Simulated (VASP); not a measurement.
# Sb2Pt in VASP: notebook

The runs below take Sb2Pt through relaxation of shape and atoms at fixed volume, single point, relaxation of cell and atoms, with PBE.

Everything below comes from runs of VASP 6.6.1. Logs are shortened: lines on timing, memory, paths and dates and some standing lists are left out, and cuts for length are marked.

## 1. The cell of the first run

It takes space group P-3m1 (No. 164, trigonal). Conventional cell: a = 4.003 Å, b = 4.003 Å, c = 5.162 Å, α = 90.00°, β = 90.00°, γ = 120.00°. Pt (site symmetry -3m) has 6 Sb at 2.68 Å within 3.5 Å. Within 3.6 Å of Sb (site symmetry 3m) lie 3 Pt at 2.68 Å and 6 Sb at 3.36 to 3.57 Å.

## 2. Relaxation of shape and atoms at fixed volume, PBE (23.87 Å³/atom)

Contents of INCAR:

```
PREC = Accurate
ENCUT = 600
EDIFF = 1E-7
ISMEAR = 0
SIGMA = 0.05
LREAL = F
LASPH = T
NELM = 100
ALGO = Normal
ISIF = 4
LWAVE = F
LCHARG = F
GGA = PE
IBRION = 2
NSW = 60
EDIFFG = -0.01
```

Contents of KPOINTS:

```
regular mesh
0
Gamma
  10 10 6
```

Contents of POSCAR:

```
Sb2Pt
1.0
    4.0025169041      0.0000000000      0.0000000000
   -2.0012584520      3.4662813181      0.0000000000
    0.0000000000      0.0000000000      5.1619739228
Pt Sb
1 2
Direct
    0.0000000000      0.0000000000      0.0000000000
    0.3333333333      0.6666666667      0.2634868813
    0.6666666667      0.3333333333      0.7365131187
```

Potentials or basis: VASP PAW PBE potentials, release 64 (Pt, Sb).

The run is started by

```sh
cat potpaw_PBE.64/Pt/POTCAR potpaw_PBE.64/Sb/POTCAR > POTCAR
mpirun -np 1 vasp_std > vasp.out
```

OUTCAR:

```text
PREC = Accurate
   ENCUT = 600
   EDIFF = 1E-7
   ISMEAR = 0
   LREAL = F
   LASPH = T
   NELM = 100
   ISIF = 4
   GGA = PE
   IBRION = 2
   NSW = 60
   EDIFFG = -0.01

 ion  position               nearest neighbor table
   1  0.000  0.000  0.000-   2 2.68   3 2.68   3 2.68   2 2.68   3 2.68   2 2.68
   2  0.333  0.667  0.263-   1 2.68   1 2.68   1 2.68   3 3.36   3 3.36   3 3.36   3 3.57   3 3.57
                             3 3.57
   3  0.667  0.333  0.737-   1 2.68   1 2.68   1 2.68   2 3.36   2 3.36   2 3.36   2 3.57   2 3.57
                             2 3.57

  LATTYP: Found a hexagonal cell.
 ALAT       =     4.0025169041
 C/A-ratio  =     1.2896819792

  Lattice vectors:

 A1 = (   4.0025169041,   0.0000000000,   0.0000000000)
 A2 = (  -2.0012584520,   3.4662813181,   0.0000000000)
 A3 = (   0.0000000000,   0.0000000000,   5.1619739228)

Analysis of symmetry for initial positions (statically):
=====================================================================
 Subroutine PRICEL returns:
 Original cell was already a primitive cell.

 Routine SETGRP: Setting up the symmetry group for a
 hexagonal supercell.

 Subroutine GETGRP returns: Found 12 space group operations
 (whereof 12 operations were pure point group operations)
 out of a pool of 24 trial point group operations.

The static configuration has the point symmetry D_3d.

Analysis of symmetry for dynamics (positions and initial velocities):
=====================================================================
 Subroutine PRICEL returns:
 Original cell was already a primitive cell.

 Routine SETGRP: Setting up the symmetry group for a
 hexagonal supercell.

 Subroutine GETGRP returns: Found 12 space group operations
 (whereof 12 operations were pure point group operations)
 out of a pool of 24 trial point group operations.

The dynamic configuration has the point symmetry D_3d.

 Subroutine INISYM returns: Found 12 space group operations
 (whereof 12 operations are pure point group operations),
 and found     1 'primitive' translations

----------------------------------------------------------------------------------------

                                     Primitive cell

  volume of cell :      71.6164

  direct lattice vectors                    reciprocal lattice vectors
     4.002516904  0.000000000  0.000000000     0.249842792  0.144246803  0.000000000
    -2.001258452  3.466281318  0.000000000     0.000000000  0.288493607  0.000000000
     0.000000000  0.000000000  5.161973923     0.000000000  0.000000000  0.193724342

  length of vectors
     4.002516904  4.002516904  5.161973923     0.288493607  0.288493607  0.193724342

  position of ions in fractional coordinates (direct lattice)
     0.000000000  0.000000000  0.000000000
     0.333333333  0.666666667  0.263486881
     0.666666667  0.333333333  0.736513119

  ion indices of the primitive-cell ions
   primitive index   ion index
                 1           1
                 2           2
                 3           3

----------------------------------------------------------------------------------------

 KPOINTS: regular mesh

Automatic generation of k-mesh.
 Grid dimensions read from file:
 generate k-points for:   10   10    6

 Generating k-lattice:

  Cartesian coordinates                     Fractional coordinates (reciprocal lattice)
     0.024984279  0.014424680  0.000000000     0.100000000 -0.000000000  0.000000000
     0.000000000  0.028849361  0.000000000     0.000000000  0.100000000  0.000000000
     0.000000000  0.000000000  0.032287390     0.000000000  0.000000000  0.166666667

  Length of vectors
     0.028849361  0.028849361  0.032287390

  Shift w.r.t. Gamma in fractional coordinates (k-lattice)
     0.000000000  0.000000000  0.000000000

 Subroutine IBZKPT returns following result:
 ===========================================

 Found     72 irreducible k-points:

 Following reciprocal coordinates:
            Coordinates               Weight
  0.000000  0.000000  0.000000      1.000000
  0.100000 -0.000000  0.000000      6.000000
  0.200000 -0.000000  0.000000      6.000000
  0.300000  0.000000  0.000000      6.000000
  0.400000  0.000000  0.000000      6.000000
  0.500000 -0.000000  0.000000      3.000000
[... 16 lines left out ...]
  0.000000  0.400000  0.166667      6.000000
  0.500000 -0.000000  0.166667      6.000000
 [... further k-points ...]
   k-points           NKPTS =     72   k-points in BZ     NKDIM =     72   number of bands    NBANDS=     14
   number of dos      NEDOS =    301   number of ions     NIONS =      3
   total plane-waves  NPLWV =  43008
   dimension x,y,z NGX =    32 NGY =   32 NGZ =   42
   dimension x,y,z NGXF=    64 NGYF=   64 NGZF=   84
   ions per type =               1   2
   NGX,Y,Z   is equivalent  to a cutoff of  13.29, 13.29, 13.53 a.u.
   NGXF,Y,Z  is equivalent  to a cutoff of  26.58, 26.58, 27.05 a.u.
 SYSTEM =  unknown system
   PREC   = accura    normal or accurate (medium, high low for compatibility)
   ISTART =      0    job   : 0-new  1-cont  2-samecut
   ICHARG =      2    charge: 1-file 2-atom 10-const
   ISPIN  =      1    spin polarized calculation?
   LNONCOLLINEAR =      F non collinear calculations
   LSORBIT =      F    spin-orbit coupling
   LASPH  =      T    aspherical Exc in radial PAW
   ENCUT  =  600.0 eV  44.10 Ry    6.64 a.u.   7.99  7.99 10.31*2*pi/ulx,y,z
   NELM   =    100;   NELMIN=  2; NELMDL= -5     # of ELM steps
   EDIFF  = 0.1E-06   stopping-criterion for ELM
   LREAL  =      F    real-space projection
   EDIFFG = -.1E-01   stopping-criterion for IOM
   NSW    =     60    number of steps for IOM
   IBRION =      2    ionic relax: 0-MD 1-quasi-New 2-CG
   NFREE  =      1    steps in history (QN), initial steepest desc. (CG)
   ISIF   =      4    stress and relaxation
   ISYM   =      2    0-nonsym 1-usesym 2-fastsym
   POTIM  = 0.5000    time-step for ionic-motion
   TEBEG  =    0.0;   TEEND  =   0.0 temperature during run
   PSTRESS=    0.0 pullay stress
   NELECT =      20.0000    total number of electrons
   NUPDOWN=      -1.0000    fix difference up-down
   EMIN   =  10.00;   EMAX   =-10.00  energy-range for DOS
   EFERMI =   0.00;   METHOD = LEGACY
   ISMEAR =     0;   SIGMA  =   0.05  broadening in eV -4-tet -1-fermi 0-gaus
   EFERMI_NEDOS =   21; number of points for ismear=-14 and -15
   IALGO  =     38    algorithm
   IMIX   =      4    mixing-type and parameters
     AMIX     =   0.40;   BMIX     =  1.00
     AMIX_MAG =   1.60;   BMIX_MAG =  1.00
  volume/ion in A,a.u.               =      23.87       161.10
  Fermi-wavevector in a.u.,A,eV,Ry     =   1.070074  2.022147 15.579471  1.145059
  Thomas-Fermi vector in A             =   2.205773
   LORBIT       =      0    0 simple, 1 ext, 2 COOP (PROOUT), +10 PAW based schemes
   GGA     = PE    functional components
   LHFCALC =     F    Hartree Fock is set to
   AEXX    =    0.0000 exact exchange contribution
   IVDW    =     0    specifies the selected vdW correction
   LEPSILON=     F    determine dielectric tensor
   LRPA    =     F    only Hartree local field effects (RPA)
 conjugate gradient relaxation of ions
 non-spin polarized calculation
 Gauss-broadening in eV      SIGMA  =   0.05
  energy-cutoff  :      600.00
  volume of cell :       71.62
 maximum number of plane-waves:      2420
   NGX = 15   NGY = 15   NGZ = 21

--------------------------------------- Ionic step        1  -------------------------------------------

 number of electron      20.0000000 magnetization

 Free energy of the ion-electron system (eV)
  ---------------------------------------------------
  ext. energy  EPLUGINS =         0.00000000
  ---------------------------------------------------
  free energy    TOTEN  =       -15.35838272 eV

  energy without entropy =      -15.35612151  energy(sigma->0) =      -15.35725212

------------------------ aborting loop because EDIFF is reached ----------------------------------------

  FORCE on cell =-STRESS in cart. coord.  units (eV):
  Direction    XX          YY          ZZ          XY          YZ          ZX
  --------------------------------------------------------------------------------------
  -------------------------------------------------------------------------------------
  Total        1.3468356      1.3468356      1.1921918      0.0000000      0.0000000      0.0000000
  in kB       30.1309190     30.1309190     26.6712847      0.0000000      0.0000000      0.0000000
  external PRESSURE =      28.9777076 kB  Pullay stress =       0.0000000 kB
[... 92 lines left out ...]
  FREE ENERGIE OF THE ION-ELECTRON SYSTEM (eV)
  ---------------------------------------------------
  free  energy   TOTEN  =       -15.3622928721 eV

  energy  without entropy=      -15.3602331761  energy(sigma->0) =      -15.36126302

[... ionic steps 4 to 9 ...]

--------------------------------------- Ionic step       10  -------------------------------------------

 number of electron      20.0000001 magnetization

------------------------ aborting loop because EDIFF is reached ----------------------------------------
[... 69 lines left out ...]
--------------------------------------- Ionic step       12  -------------------------------------------

 number of electron      20.0000001 magnetization

 Free energy of the ion-electron system (eV)
  ---------------------------------------------------
  ext. energy  EPLUGINS =         0.00000000
  ---------------------------------------------------
  free energy    TOTEN  =       -15.36395057 eV

  energy without entropy =      -15.36216112  energy(sigma->0) =      -15.36305585

 E-fermi :   8.3096     XC(G=0): -10.6294

 val. band max:        8.2884039587   @ k =   0.4000   0.0000   0.5000
 cond. band min:       8.3178975790   @ k =   0.2000  -0.0000   0.3333
 fundamental gap:      0.0294936203
 Fermi energy:         8.3096121472

 k-point     1 :       0.0000    0.0000    0.0000
  band No.  band energies     occupation
      1      -3.8563      2.00000
      2       0.4228      2.00000
      3       2.4433      2.00000
      4       3.7037      2.00000
      5       3.7037      2.00000
      6       5.1386      2.00000
      7       5.1386      2.00000
      8       6.1983      2.00000
      9      10.0856      0.00000
     10      10.0856      0.00000
     11      10.8800      0.00000
     12      10.8800      0.00000
     13      12.1164      0.00000
     14      12.6162      0.00000
[... 377 lines left out ...]
      1      -1.4077      2.00000
      2      -0.9417      2.00000
      3       2.5695      2.00000
      4       4.0285      2.00000
      5       4.0912      2.00000
      6       5.4839      2.00000
      7       5.5004      2.00000
      8       5.6930      2.00000
      9       5.8907      2.00000
     10       6.8777      2.00000
     11       7.6099      2.00000
     12      10.3481      0.00000
     13      12.0085      0.00000
     14      13.2699      0.00000

 [... further k-points ...]
[... 5 lines left out ...]
  --------------------------------------------------------------------------------------
  -------------------------------------------------------------------------------------
  Total        0.6522763      0.6522763      0.6384359      0.0000000      0.0000000      0.0000000
  in kB       14.5924895     14.5924895     14.2828583      0.0000000      0.0000000      0.0000000
  external PRESSURE =      14.4892791 kB  Pullay stress =       0.0000000 kB
[... 18 lines left out ...]
  FREE ENERGIE OF THE ION-ELECTRON SYSTEM (eV)
  ---------------------------------------------------
  free  energy   TOTEN  =       -15.3639505722 eV

  energy  without entropy=      -15.3621611181  energy(sigma->0) =      -15.36305585

 reached required accuracy - stopping structural energy minimisation
```

It took 6.8 min on 1 thread of Intel Xeon Platinum 8488C (Sapphire Rapids), shared host; peak memory 0.27 GiB.

Results:

```
Free energy               : -15.3640 eV
Energy gained by relaxing : 1.9 meV/atom
Ionic steps               : 12
Pressure after relaxing   : 1.4 GPa
Band gap on the k mesh    : zero (bands 10 and 11 overlap by 3.47 eV)
```

Forces in eV/Å, atoms in the order of the input:
```
Pt   0.000  0.000  0.000
Sb   0.000  0.000 -0.002
Sb   0.000  0.000  0.002
```

Step by step:
| step | energy change (eV) | largest force (eV/Å) | pressure (GPa) | volume (Å³) |
| --- | --- | --- | --- | --- |
| 1 | 0.0000 | 0.1701 | 2.90 | 71.62 |
| 2 | -0.0024 | 0.1112 | 2.51 | 71.62 |
| 3 | -0.0039 | 0.0248 | 1.92 | 71.62 |
| 4 | -0.0044 | 0.0191 | 1.86 | 71.62 |
| 5 | -0.0052 | 0.0059 | 1.67 | 71.62 |
| 6 | -0.0053 | 0.0119 | 1.61 | 71.62 |
| 7 | -0.0054 | 0.0203 | 1.49 | 71.62 |
| 8 | -0.0053 | 0.0378 | 1.24 | 71.62 |
| 9 | -0.0054 | 0.0227 | 1.45 | 71.62 |
| 10 | -0.0055 | 0.0269 | 1.35 | 71.62 |
| 11 | -0.0055 | 0.0139 | 1.52 | 71.62 |
| 12 | -0.0056 | 0.0023 | 1.45 | 71.62 |

Final structure:
```cif
data_structure
_symmetry_space_group_name_H-M 'P 1'
_symmetry_Int_Tables_number 1
_cell_length_a 3.9631
_cell_length_b 3.9631
_cell_length_c 5.2652
_cell_angle_alpha 90.000
_cell_angle_beta 90.000
_cell_angle_gamma 120.000
_cell_volume 71.62
loop_
_atom_site_label
_atom_site_type_symbol
_atom_site_fract_x
_atom_site_fract_y
_atom_site_fract_z
_atom_site_occupancy
Pt1 Pt 0.00000 0.00000 0.00000 1
Sb1 Sb 0.33333 0.66667 0.27223 1
Sb2 Sb 0.66667 0.33333 0.72777 1
```

Levels at points of the mesh, in eV from the Fermi level:
| k point | band 8 | band 9 | band 10 | band 11 | band 12 | band 13 |
| --- | --- | --- | --- | --- | --- | --- |
| (0.00, 0.00, 0.00) | -2.11 | 1.78 | 1.78 | 2.57 | 2.57 | 3.81 |
| (0.50, 0.00, 0.00) | -2.41 | -1.93 | -1.71 | -1.62 | 1.21 | 4.66 |
| (0.00, 0.00, 0.50) | -0.47 | 0.76 | 0.88 | 0.88 | 4.23 | 4.23 |
| (0.50, 0.00, 0.50) | -2.75 | -2.54 | -0.28 | 1.09 | 1.64 | 3.29 |

Caveat: spin-orbit coupling is left out, which moves the levels of the heavy elements.

## 3. Single point, PBE

This run uses another cell than the first one, of 24.86 Å³/atom.

Contents of INCAR:

```
SYSTEM = Sb2Pt
PREC = Accurate
ENCUT = 520
EDIFF = 1E-7
ISMEAR = 0
SIGMA = 0.05
LREAL = .False.
LASPH = .True.
NELM = 60
ALGO = Normal
ISIF = 2
LWAVE = .False.
LCHARG = .False.
GGA = PE
NBANDS = 17
```

Contents of KPOINTS:

```
Automatic mesh
0
Gamma
  10 10 6
  0 0 0
```

Contents of POSCAR:

```
Sb2Pt
1.0
    4.0599872515      0.0000000000      0.0608998088
   -2.0299936257      3.5160520988     -0.0304499044
    0.0783885881      0.0000000000      5.2259058719
Pt Sb
1 2
Direct
    0.0000000000      0.0000000000      0.0000000000
    0.3333333333      0.6666666667      0.2584105895
    0.6666666667      0.3333333333      0.7415894105
```

Potentials or basis: VASP PAW PBE potentials, release 64 (Pt, Sb).

The run is started by

```sh
cat potpaw_PBE.64/Pt/POTCAR potpaw_PBE.64/Sb/POTCAR > POTCAR
mpirun -np 1 vasp_std > vasp.out
```

Run time: 4.9 min. Hardware: 1 thread of Intel Xeon Platinum 8488C (Sapphire Rapids), shared host; peak memory 0.5 GiB.

The run converged. Its results:

```
Free energy            : -15.3649 eV
Pressure               : -0.2 GPa
Largest force          : 0.219 eV/Å
Band gap on the k mesh : zero (bands 10 and 11 overlap by 3.18 eV)
```

Forces on the atoms (eV/Å):
```
Pt   0.000  0.000  0.000
Sb  -0.218 -0.008  0.002
Sb   0.218  0.008 -0.002
```

Stress tensor (GPa, compression positive):
```
-0.17  1.13 -1.90
 1.13 -0.28  0.02
-1.90  0.02 -0.02
```

Levels at points of the mesh, in eV from the Fermi level:
| k point | band 7 | band 8 | band 9 | band 10 | band 11 | band 12 | band 13 | band 14 |
| --- | --- | --- | --- | --- | --- | --- | --- | --- |
| (0.00, 0.00, 0.00) | -3.10 | -1.85 | 1.44 | 1.52 | 2.58 | 2.59 | 3.66 | 3.93 |
| (0.50, 0.00, 0.00) | -2.81 | -2.20 | -1.82 | -1.74 | -1.65 | 1.54 | 4.43 | 4.80 |
| (0.50, 0.50, 0.00) | -2.74 | -2.24 | -1.84 | -1.72 | -1.51 | 1.27 | 4.57 | 4.88 |
| (0.00, 0.50, 0.00) | -2.77 | -2.20 | -1.82 | -1.76 | -1.58 | 1.40 | 4.45 | 4.85 |
| (0.00, 0.00, 0.50) | -3.13 | -0.23 | 0.58 | 0.65 | 0.92 | 3.83 | 4.15 | 5.15 |
| (0.50, 0.00, 0.50) | -2.90 | -2.81 | -2.40 | -0.71 | 0.99 | 1.84 | 2.97 | 5.39 |
| (0.50, 0.50, 0.50) | -2.88 | -2.74 | -2.39 | -0.69 | 1.18 | 1.87 | 3.00 | 5.61 |
| (0.00, 0.50, 0.50) | -2.90 | -2.76 | -2.40 | -0.70 | 1.10 | 1.85 | 3.00 | 5.50 |

Caveat: spin-orbit coupling is left out, which moves the levels of the heavy elements.

## 4. Single point, PBE

This run uses another cell than the first one, of 24.86 Å³/atom.

Contents of INCAR:

```
PREC = Accurate ; ENCUT = 520
EDIFF = 1E-6 ; ISMEAR = 0
SIGMA = 0.05 ; LREAL = False
LASPH = True ; NELM = 100
ALGO = Normal ; ISIF = 2
LWAVE = False ; LCHARG = False
GGA = PE ; NBANDS = 17
```

Contents of KPOINTS:

```
regular mesh
0
Gamma
  10 10 6
```

Contents of POSCAR:

```
Sb2Pt
1.0
    4.0599872515     -0.0405998725      0.0000000000
   -2.0651541467      3.5363520351      0.0000000000
    0.0000000000      0.0000000000      5.2259058719
Pt Sb
1 2
Direct
    0.0000000000      0.0000000000      0.0000000000
    0.3333333333      0.6666666667      0.2584105895
    0.6666666667      0.3333333333      0.7415894105
```

The run is started by

```sh
cat potpaw_PBE.64/Pt/POTCAR potpaw_PBE.64/Sb/POTCAR > POTCAR
mpirun -np 1 vasp_std > vasp.out
```

Run time: 3.8 min. Hardware: 1 thread of Intel Xeon Platinum 8488C (Sapphire Rapids), shared host; peak memory 0.49 GiB.

The run converged. Its results:

```
Free energy            : -15.3744 eV
Pressure               : -0.3 GPa
Largest force          : 0.117 eV/Å
Band gap on the k mesh : zero (bands 10 and 11 overlap by 3.21 eV)
```

Forces in eV/Å, atoms in the order of the input:
```
Pt   0.000  0.000  0.000
Sb  -0.117  0.001 -0.009
Sb   0.117 -0.001  0.009
```

Stress tensor (GPa, compression positive):
```
-0.29  0.85 -0.75
 0.85 -0.30 -0.02
-0.75 -0.02 -0.16
```

Levels at points of the mesh, in eV from the Fermi level:
```tsv
k point	band 6	band 7	band 8	band 9	band 10	band 11	band 12	band 13	band 14	band 15
(0.00, 0.00, 0.00)	-3.14	-3.09	-1.85	1.41	1.55	2.54	2.62	3.66	3.93	5.92
(0.50, 0.00, 0.00)	-2.88	-2.77	-2.10	-1.95	-1.77	-1.61	1.44	4.45	4.74	6.35
(0.00, 0.50, 0.00)	-2.88	-2.77	-2.16	-1.87	-1.75	-1.58	1.40	4.52	4.84	6.49
(0.50, 0.50, 0.00)	-2.86	-2.79	-2.22	-1.82	-1.70	-1.55	1.36	4.58	4.92	6.63
(0.00, 0.00, 0.50)	-3.17	-3.12	-0.24	0.58	0.73	0.85	3.95	4.03	5.16	5.75
(0.50, 0.00, 0.50)	-3.51	-2.89	-2.77	-2.37	-0.81	1.01	1.78	2.89	5.49	5.93
(0.00, 0.50, 0.50)	-3.50	-2.88	-2.77	-2.40	-0.70	1.09	1.86	2.99	5.49	5.91
(0.50, 0.50, 0.50)	-3.49	-2.88	-2.78	-2.43	-0.58	1.16	1.94	3.07	5.50	5.90
```

Caveat: spin-orbit coupling is left out, which moves the levels of the heavy elements.

(Continued in part 2 of 2.)

The gap in the log of VASP goes by the Fermi energy; the results here count the filled bands.